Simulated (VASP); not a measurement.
Here is a VASP 6.6.1 calculation.

Contents of POSCAR:

```
CoSi
1.0
    2.6472746992      0.0000000000      0.0000000000
    0.0000000000      2.6472746992      0.0000000000
    0.0000000000      0.0000000000      2.6472746992
Co Si
1 1
Direct
    0.0000000000      0.0000000000      0.0000000000
    0.5000000000      0.5000000000      0.5000000000
```

The input INCAR.step1:

```
SYSTEM = CoSi
ALGO     = Normal         ! electronic algorithm
EDIFF    = 1E-4           ! SCF threshold, eV
ENCUT    = 520            ! plane-wave cutoff, eV
GGA      = PE             ! functional
ISMEAR   = -1             ! smearing method
ISPIN    = 2              ! spin polarisation
LASPH    = .TRUE.         ! aspherical terms in the spheres
LCHARG   = .FALSE.        ! write CHGCAR
LMAXMIX  = 4              ! l up to which the mixer works
LREAL    = .FALSE.        ! projectors in reciprocal space
LWAVE    = .TRUE.         ! write WAVECAR
MAGMOM   = 1.7 0          ! initial moments
NBANDS   = 18             ! bands
NELM     = 150            ! most SCF steps
PREC     = Accurate       ! precision mode
SIGMA    = 0.05           ! smearing width, eV
```

Contents of INCAR.step2:

```
SYSTEM = CoSi
ALGO     = Normal         ! electronic algorithm
EDIFF    = 1E-6           ! SCF threshold, eV
ENCUT    = 520            ! plane-wave cutoff, eV
ISIF     = 2              ! what is computed and relaxed
ISMEAR   = -1             ! smearing method
ISPIN    = 2              ! spin polarisation
ISTART   = 1            
LASPH    = .TRUE.         ! aspherical terms in the spheres
LCHARG   = .FALSE.        ! write CHGCAR
LMAXMIX  = 4              ! l up to which the mixer works
LMIXTAU  = .TRUE.       
LORBIT   = 11             ! projections on sites
LREAL    = .FALSE.        ! projectors in reciprocal space
LWAVE    = .FALSE.        ! write WAVECAR
MAGMOM   = 1.7 0          ! initial moments
METAGGA  = R2SCAN         ! meta-GGA
NBANDS   = 18             ! bands
NELM     = 150            ! most SCF steps
PREC     = Accurate       ! precision mode
SIGMA    = 0.05           ! smearing width, eV
```

The input KPOINTS:

```
k-points
0
G
  14 14 14
  0 0 0
```

Potentials or basis: VASP PAW PBE potentials, release 64 (Co, Si).

Run with:

```sh
$ cat potpaw_PBE.64/Co/POTCAR potpaw_PBE.64/Si/POTCAR > POTCAR
$ cp INCAR.step1 INCAR
$ mpirun -np 1 vasp_std > vasp.out
$ cp INCAR.step2 INCAR
$ mpirun -np 1 vasp_std > vasp.out
```

(1) What does it give for the pressure?

(2) What does it give for the net moment?

Answers

(1) 37.8 GPa.

(2) 0.74 μB per cell.

Caveat: the cell stands under pressure; the PAW data sets were made with another functional, which shifts forces and pressure a little.
